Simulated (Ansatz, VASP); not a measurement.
## One calculation of Cu2Ni, two programs

```
CELL_PARAMETERS angstrom
4.37824 0.00000 0.00000
-2.18912 3.79166 0.00000
0.00000 0.00000 8.34327
ATOMIC_POSITIONS crystal
Cu 0.00000 0.00000 0.00000
Cu 0.00000 0.00000 0.50000
Cu 0.00000 0.33757 0.25000
Cu 0.00000 0.33757 0.75000
Cu 0.66243 0.66243 0.25000
Cu 0.66243 0.66243 0.75000
Cu 0.33757 0.00000 0.25000
Cu 0.33757 0.00000 0.75000
Ni 0.66667 0.33333 0.00000
Ni 0.66667 0.33333 0.50000
Ni 0.33333 0.66667 0.00000
Ni 0.33333 0.66667 0.50000
```

Alike in both runs: task single point; functional PBE; k mesh 6 × 6 × 4; occupations gaussian, width 0.2 eV; no spin polarisation.

|  | VASP | Ansatz |
| --- | --- | --- |
| version | VASP 6.6.1 | Ansatz 0.2.0 |
| potentials or method | VASP PAW PBE potentials, release 64 (Cu, Ni), cutoff 520 eV | scalar-relativistic, plane waves, PAW |
| valence electrons in the cell | 128 | 224 |

```csv
,VASP,Ansatz,Ansatz less VASP
gap on the k mesh at the Fermi level (eV),none,none,-
pressure (GPa),0.5,0.1,-0.39
"traceless stress, the component that is largest in VASP (GPa)",-0.27,-0.21,+0.059
rms of the force components (eV/Å),0.003,0.003,+0.0006
```

Atom by atom the forces differ by 0.001 eV/Å (rms over components). A gap of «none» marks a metal or a gap that the smearing closes. The functional is the same, so the differences come from potentials, cutoffs and numerics. VASP's potentials hold 128 valence electrons a cell and Ansatz's 224, so a difference there can come from the potentials and not from the codes.
